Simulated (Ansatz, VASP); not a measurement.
One calculation of Mo, two programs

```
Mo
1.0
    -1.32523    1.53436    1.53436
     1.53436   -1.32523    1.53436
     1.53436    1.53436   -1.32523
Mo
1
Direct
  0.00000 0.00000 0.00000
```

Alike in both runs: task single point; functional LDA; k mesh 22 × 22 × 22; occupations gaussian, width 0.15 eV; no spin polarisation.

|  | VASP | Ansatz |
| --- | --- | --- |
| version | VASP 6.6.1 | Ansatz 0.2.0 |
| potentials or method | VASP PAW LDA potentials, release 64 (Mo_sv), cutoff 520 eV | scalar-relativistic, plane waves, PAW |
| valence electrons in the cell | 14 | 14 |

Ansatz gave:

| Item | Value |
| --- | --- |
| gap on the k mesh at the Fermi level (eV) | none |
| pressure (GPa) | 24.2 |
| traceless stress, the component that is largest in VASP (GPa) | -13.04 |

**Question.** Which values does VASP return?

**Answer.** gap on the k mesh at the Fermi level (eV): none; pressure (GPa): 25.8; traceless stress, the component that is largest in VASP (GPa): -13.14.

Ansatz warns that its potentials were made for another functional, while VASP's fit it. LDA's correlation is that of Perdew and Zunger in VASP and of Perdew and Wang (1992) in Ansatz. A gap of «none» marks a metal or a gap that the smearing closes.
